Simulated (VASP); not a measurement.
Here is a VASP 6.6.1 calculation.

The input INCAR:

```
  PREC = Accurate
  ENCUT = 600
  EDIFF = 1E-6
  ISMEAR = 0
  SIGMA = 0.1
  LREAL = False
  LASPH = True
  NELM = 80
  ALGO = Fast
  ISIF = 3
  LWAVE = False
  LCHARG = False
  GGA = PE
  IVDW = 12
  IBRION = 2
  NSW = 100
  EDIFFG = -0.01
```

KPOINTS

```
Automatic mesh
0
Gamma
  14 14 14
```

Contents of POSCAR:

```
Rb2As
1.0
   -2.2217526456      2.2217526456      5.5673288443
    2.2217526456     -2.2217526456      5.5673288443
    2.2217526456      2.2217526456     -5.5673288443
Rb As
2 1
Direct
    0.3472134024      0.3472134024      0.0000000000
    0.6527865976      0.6527865976      0.0000000000
    0.0000000000      0.0000000000      0.0000000000
```

Potentials or basis: VASP PAW PBE potentials, release 64 (Rb_sv, As).

The run is started by

```console
$ cat potpaw_PBE.64/Rb_sv/POTCAR potpaw_PBE.64/As/POTCAR > POTCAR
$ mpirun -np 1 vasp_std > vasp.out
```

**Question.** Estimate the band gap on the k mesh.

**Answer.** Zero (an odd number of electrons rules out a gap without spin polarisation).

**Question.** What does it give for the space group after relaxing (to 0.1 Å)?

**Answer.** I4/mmm (No. 139).

**Question.** Predict the relaxed cell.

**Answer.** a = 6.405 Å, b = 6.405 Å, c = 6.405 Å, α = 139.38°, β = 139.38°, γ = 58.80°.

**Question.** Estimate the dispersion energy per atom.

**Answer.** -0.246 eV.

Final structure:
```
Rb As
1.0
    -2.22325    2.22325    5.58019
     2.22325   -2.22325    5.58019
     2.22325    2.22325   -5.58019
Rb As
2 1
Direct
  0.34720 0.34720 0.00000
  0.65280 0.65280 0.00000
  0.00000 0.00000 0.00000
```
